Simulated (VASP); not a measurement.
# NaMo (P4/mmm) in VASP: notebook, part 2 of 2

VASP 6.6.1. Earlier steps stand in the parts before.

**3. Single point, PBE**

This run uses another cell than the first one, of 18.86 Å³/atom.

INCAR reads:

```
  ALGO = Fast
  EDIFF = 1E-7
  ENCUT = 520
  GGA = PE
  ISIF = 2
  ISMEAR = 0
  LASPH = True
  LCHARG = True
  LELF = True
  LREAL = False
  LVHAR = True
  LWAVE = False
  NBANDS = 18
  NELM = 80
  PREC = Accurate
  SIGMA = 0.1
```

KPOINTS reads:

```
k-points
0
Gamma
  18 18 14
```

POSCAR reads:

```
NaMo
1.0
    2.5988909158      0.0000000000      0.0000000000
    0.0000000000      2.5988909158      0.0000000000
    0.0000000000      0.0000000000      5.5861167416
Na Mo
1 1
Direct
    0.5000000000      0.5000000000      0.5000000000
    0.0000000000      0.0000000000      0.0000000000
```

Potentials or basis: VASP PAW PBE potentials, release 64 (Na_pv, Mo_sv).

Launch:

```bash
$ cat potpaw_PBE.64/Na_pv/POTCAR potpaw_PBE.64/Mo_sv/POTCAR > POTCAR
$ mpirun -np 1 vasp_std > vasp.out
```

OUTCAR:

```text
EDIFF = 1E-7
   ENCUT = 520
   GGA = PE
   ISIF = 2
   ISMEAR = 0
   LASPH = True
   LREAL = False
   NELM = 80
   PREC = Accurate

 ion  position               nearest neighbor table
   1  0.500  0.500  0.500-
   2  0.000  0.000  0.000-

  LATTYP: Found a simple tetragonal cell.
 ALAT       =     2.5988909158
 C/A-ratio  =     2.1494233204

  Lattice vectors:

 A1 = (   2.5988909158,   0.0000000000,   0.0000000000)
 A2 = (   0.0000000000,   2.5988909158,   0.0000000000)
 A3 = (   0.0000000000,   0.0000000000,   5.5861167416)

Analysis of symmetry for initial positions (statically):
=====================================================================
 Subroutine PRICEL returns:
 Original cell was already a primitive cell.

 Routine SETGRP: Setting up the symmetry group for a
 simple tetragonal supercell.

 Subroutine GETGRP returns: Found 16 space group operations
 (whereof 16 operations were pure point group operations)
 out of a pool of 16 trial point group operations.

The static configuration has the point symmetry D_4h.

Analysis of symmetry for dynamics (positions and initial velocities):
=====================================================================
 Subroutine PRICEL returns:
 Original cell was already a primitive cell.

 Routine SETGRP: Setting up the symmetry group for a
 simple tetragonal supercell.

 Subroutine GETGRP returns: Found 16 space group operations
 (whereof 16 operations were pure point group operations)
 out of a pool of 16 trial point group operations.

The dynamic configuration has the point symmetry D_4h.

 Subroutine INISYM returns: Found 16 space group operations
 (whereof 16 operations are pure point group operations),
 and found     1 'primitive' translations

----------------------------------------------------------------------------------------

                                     Primitive cell
[... 108 lines left out ...]
   IALGO  =     68    algorithm
   IMIX   =      4    mixing-type and parameters
     AMIX     =   0.40;   BMIX     =  1.00
     AMIX_MAG =   1.60;   BMIX_MAG =  1.00
  volume/ion in A,a.u.               =      18.86       127.31
  Fermi-wavevector in a.u.,A,eV,Ry     =   1.346643  2.544787 24.673459  1.813448
  Thomas-Fermi vector in A             =   2.474459
   LORBIT       =      0    0 simple, 1 ext, 2 COOP (PROOUT), +10 PAW based schemes
   GGA     = PE    functional components
   LHFCALC =     F    Hartree Fock is set to
   AEXX    =    0.0000 exact exchange contribution
   IVDW    =     0    specifies the selected vdW correction
   LEPSILON=     F    determine dielectric tensor
   LRPA    =     F    only Hartree local field effects (RPA)
 non-spin polarized calculation
 RMM-DIIS sequential band-by-band and
 Gauss-broadening in eV      SIGMA  =   0.10
  energy-cutoff  :      520.00
  volume of cell :       37.73
 maximum number of plane-waves:      1032
 NGX is ok and might be reduce to    20
   NGX =  9   NGY =  9   NGZ = 21

 number of electron      21.0000008 magnetization

 Free energy of the ion-electron system (eV)
  ---------------------------------------------------
  ext. energy  EPLUGINS =         0.00000000
  ---------------------------------------------------
  free energy    TOTEN  =       -10.36982834 eV

  energy without entropy =      -10.35969177  energy(sigma->0) =      -10.36476006

 E-fermi :   5.9434     XC(G=0): -10.4163

 val. band max:        5.9430295201   @ k =   0.2778   0.2778   0.3571
 cond. band min:       5.9435650173   @ k =   0.5000   0.1667   0.2857
 fundamental gap:      0.0005354972
 Fermi energy:         5.9434012198

 k-point     1 :       0.0000    0.0000    0.0000
  band No.  band energies     occupation
      1     -54.7629      2.00000
      2     -28.7917      2.00000
      3     -28.0723      2.00000
      4     -28.0723      2.00000
      5     -18.3948      2.00000
      6     -18.3278      2.00000
[... 481 lines left out ...]
      5     -18.6924      2.00000
      6     -18.3497      2.00000
[... 10 lines left out ...]
     17      17.8556      0.00000
     18      19.2852      0.00000

 [... further k-points ...]

------------------------ aborting loop because EDIFF is reached ----------------------------------------

  FORCE on cell =-STRESS in cart. coord.  units (eV):
  Direction    XX          YY          ZZ          XY          YZ          ZX
  --------------------------------------------------------------------------------------
  -------------------------------------------------------------------------------------
  Total        0.0501834      0.0501834      0.0243980      0.0000000      0.0000000      0.0000000
  in kB        2.1310035      2.1310035      1.0360446      0.0000000      0.0000000      0.0000000
  external PRESSURE =       1.7660172 kB  Pullay stress =       0.0000000 kB

 VOLUME and BASIS-vectors are now :
 -----------------------------------------------------------------------------
  energy-cutoff  :      520.00
  volume of cell :       37.73
      direct lattice vectors                 reciprocal lattice vectors
     2.598890916  0.000000000  0.000000000     0.384779520  0.000000000  0.000000000
     0.000000000  2.598890916  0.000000000     0.000000000  0.384779520  0.000000000
     0.000000000  0.000000000  5.586116742     0.000000000  0.000000000  0.179015235

 POSITION                                       TOTAL-FORCE (eV/Angst)
 -----------------------------------------------------------------------------------
      1.29945      1.29945      2.79306         0.000000      0.000000      0.000000
      0.00000      0.00000      0.00000         0.000000      0.000000      0.000000
 -----------------------------------------------------------------------------------
    total drift:                               -0.000000      0.000000      0.000000

  FREE ENERGIE OF THE ION-ELECTRON SYSTEM (eV)
  ---------------------------------------------------
  free  energy   TOTEN  =       -10.3698283395 eV

  energy  without entropy=      -10.3596917716  energy(sigma->0) =      -10.36476006
```

OSZICAR:

```text
N       E                     dE             d eps       ncg     rms          rms(c)
DAV:   1     0.191188548698E+03    0.19119E+03   -0.11174E+04 15920   0.131E+03
DAV:   2    -0.412482179273E+01   -0.19531E+03   -0.18960E+03 17368   0.385E+02
DAV:   3    -0.107569905446E+02   -0.66322E+01   -0.65284E+01 18314   0.724E+01
DAV:   4    -0.108317995367E+02   -0.74809E-01   -0.74619E-01 17744   0.804E+00
DAV:   5    -0.108327645576E+02   -0.96502E-03   -0.96499E-03 17476   0.974E-01    0.913E+00
RMM:   6    -0.104487878141E+02    0.38398E+00   -0.63907E-01 16751   0.544E+00    0.275E+00
RMM:   7    -0.103788527728E+02    0.69935E-01   -0.10654E-01 18298   0.229E+00    0.859E-01
RMM:   8    -0.103711691117E+02    0.76837E-02   -0.15732E-02 20598   0.107E+00    0.437E-01
RMM:   9    -0.103697558579E+02    0.14133E-02   -0.36041E-03 21617   0.532E-01    0.124E-01
RMM:  10    -0.103698115985E+02   -0.55741E-04   -0.60248E-04 23048   0.233E-01    0.326E-02
RMM:  11    -0.103698239108E+02   -0.12312E-04   -0.14820E-04 23247   0.999E-02    0.129E-02
RMM:  12    -0.103698272650E+02   -0.33542E-05   -0.30716E-05 23143   0.419E-02    0.336E-03
RMM:  13    -0.103698279895E+02   -0.72454E-06   -0.87545E-06 21393   0.204E-02    0.639E-04
RMM:  14    -0.103698282635E+02   -0.27392E-06   -0.18335E-06 18925   0.934E-03    0.391E-04
RMM:  15    -0.103698283395E+02   -0.76025E-07   -0.48153E-07 15644   0.450E-03
   1 F= -.10369828E+02 E0= -.10364760E+02  d E =-.101366E-01
```

Run time: 6.2 min. Hardware: 1 thread of Oxide Virtual Turin-like, shared host; peak memory 0.34 GiB.

Results:

```
Free energy            : -10.3698 eV
Pressure               : 0.2 GPa
Band gap on the k mesh : zero (an odd number of electrons rules out a gap without spin polarisation)
```

**4. Relaxation of cell and atoms, PBE**

INCAR reads:

```
ALGO = Fast ; EDIFF = 1E-6
EDIFFG = -0.01 ; ENCUT = 600
GGA = PE ; IBRION = 2
ISIF = 3 ; ISMEAR = 0
LASPH = True ; LCHARG = False
LREAL = False ; LWAVE = False
NELM = 60 ; NSW = 100
PREC = Accurate ; SIGMA = 0.1
```

KPOINTS is that of step 3.

POSCAR reads:

```
NaMo
1.0
    3.0473915186      0.0000000000      0.0000000000
    0.0000000000      3.0473915186      0.0000000000
    0.0000000000      0.0000000000      3.9942595976
Na Mo
1 1
Direct
    0.5000000000      0.5000000000      0.5000000000
    0.0000000000      0.0000000000      0.0000000000
```

Launch:

```bash
$ cat potpaw_PBE.64/Na_pv/POTCAR potpaw_PBE.64/Mo_sv/POTCAR > POTCAR
$ mpirun -np 1 vasp_std > vasp.out
```

It took 43 min on 1 thread of Oxide Virtual Turin-like, shared host; peak memory 0.38 GiB.

The run converged. Its results:

| Property | Result |
| --- | --- |
| Free energy | -10.3574 eV |
| Relaxed volume | 18.85 Å³/atom |
| Relaxed cell | a = 2.601 Å, b = 2.601 Å, c = 5.573 Å, α = 90.00°, β = 90.00°, γ = 90.00° |
| Space group after relaxing (to 0.1 Å) | P4/mmm (No. 123) |
| Energy gained by relaxing | 726.7 meV/atom |
| Ionic steps | 21 |
| Pressure after relaxing | 0.0 GPa |
| Band gap on the k mesh | zero (an odd number of electrons rules out a gap without spin polarisation) |

Step by step:
```
step  energy change (eV)  largest force (eV/Å)  pressure (GPa)  volume (Å³)
   1              0.0000                0.0000           -1.40        37.09
   2             -0.4075                0.0000            0.59        36.06
   3             -1.0901                0.0000           21.94        31.31
   4             -1.1501                0.0000           11.29        32.94
   5             -1.1689                0.0000           16.52        32.04
   6             -1.3116                0.0000           12.29        33.52
   7             -1.3225                0.0000            9.72        34.97
   8             -1.3324                0.0000           10.50        34.43
   9             -1.4246                0.0000            4.79        35.95
  10             -1.4513                0.0000           -0.77        37.92
  11             -1.4528                0.0000            0.12        37.56
  12             -1.4528                0.0000            0.28        37.49
  13             -1.4530                0.0000            0.24        37.54
  14             -1.4532                0.0000            0.16        37.59
  15             -1.4533                0.0000            0.00        37.71
  16             -1.4533                0.0000            0.08        37.66
  17             -1.4533                0.0000            0.08        37.67
  18             -1.4533                0.0000            0.03        37.69
  19             -1.4533                0.0000            0.08        37.67
  20             -1.4533                0.0000            0.07        37.67
  21             -1.4533                0.0000            0.01        37.70
```

Final structure:
```
Na Mo
1.0
     2.60094    0.00000    0.00000
     0.00000    2.60094    0.00000
     0.00000    0.00000    5.57284
Na Mo
1 1
Direct
  0.50000 0.50000 0.50000
  0.00000 0.00000 0.00000
```

Levels at points of the mesh, in eV from the Fermi level:
```tsv
k point	band 8	band 9	band 10	band 11	band 12	band 13
(0.00, 0.00, 0.00)	-5.31	-3.40	-3.07	-0.08	2.52	2.52
(0.50, 0.00, 0.00)	-2.74	-2.51	-0.69	1.13	1.26	3.06
(0.50, 0.50, 0.00)	-4.29	-1.30	-1.30	1.16	6.32	6.32
(0.00, 0.00, 0.50)	-4.74	-3.39	-3.02	-1.91	2.52	2.52
(0.50, 0.00, 0.50)	-2.93	-2.50	-0.01	1.26	1.81	1.82
(0.50, 0.50, 0.50)	-4.27	-1.31	-1.31	1.60	5.47	6.46
```

Caveat: a cell axis changed by over 15 % at a fixed basis, so the end point is rough.

**5. Summary**

```tsv
task	cell	k mesh	cutoff (eV)	gap on the mesh (eV)	pressure (GPa)
single point	a = 3.047, b = 3.047, c = 3.994 Å, 2 atoms	6 × 6 × 4	520	none	-1.6
single point	a = 2.599, b = 2.599, c = 5.586 Å, 2 atoms	18 × 18 × 14	520	none	0.2
relaxation of cell and atoms	relaxed from a = 3.047, b = 3.047, c = 3.994 Å, 2 atoms	18 × 18 × 14	600	none	0.0
```

Alike in all rows: level PBE; potentials or basis VASP PAW PBE potentials, release 64 (Na_pv, Mo_sv); no spin polarisation; smearing gaussian 0.1 eV.

Caveats: some runs use coarse meshes; a cell axis changed by over 15 % at a fixed basis, so the end point is rough (at least some runs).

Absolute energies hang on the potentials; compare differences alone.
